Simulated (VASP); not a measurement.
FeO (Wuestite), 2 atoms in the cell. Symmetry: R-3m, No. 166, trigonal system. Conventional cell: a = 3.078 Å, b = 3.078 Å, c = 7.658 Å, α = 90.00°, β = 90.00°, γ = 120.00°. Within 2.9 Å of Fe (site symmetry -3m) lie 6 O at 2.19 Å. Within 2.9 Å of O (site symmetry -3m) lie 6 Fe at 2.19 Å. 

| Quantity | Value |
| --- | --- |
| Program | VASP 6.6.1 |
| Task | single point |
| Functional | PBE |
| Potentials or basis | VASP PAW PBE potentials, release 64 (Fe_sv, O) |
| Cutoff | 600 eV |
| k mesh | 11 × 11 × 11 |
| Occupations | fermi-dirac, width 0.05 eV |
| Spin | collinear spin, ferromagnetic start |
| Starting moments | [3.0, 0.0] μB |
| Dipole correction | no |
| Second run | valence_matched |
| Further INCAR settings | ALGO = Normal; EDIFF = 1e-06; NBANDS = 22 |

Potentials or basis: VASP PAW PBE potentials, release 64 (Fe_sv, O).

Run with:

```bash
$ cat potpaw_PBE.64/Fe_sv/POTCAR potpaw_PBE.64/O/POTCAR > POTCAR
$ mpirun -np 1 vasp_std > vasp.out
```

Hardware: 1 thread of Intel(R) Xeon(R) 6975P-C (Granite Rapids) (shared host).

**Question.** How long does it take, and how much memory?

**Answer.** Run time: 2.6 min on 1 thread of Intel(R) Xeon(R) 6975P-C (Granite Rapids), with other jobs on the host, peak memory 0.26 GiB. Counts: scf iterations 14, k points 146.
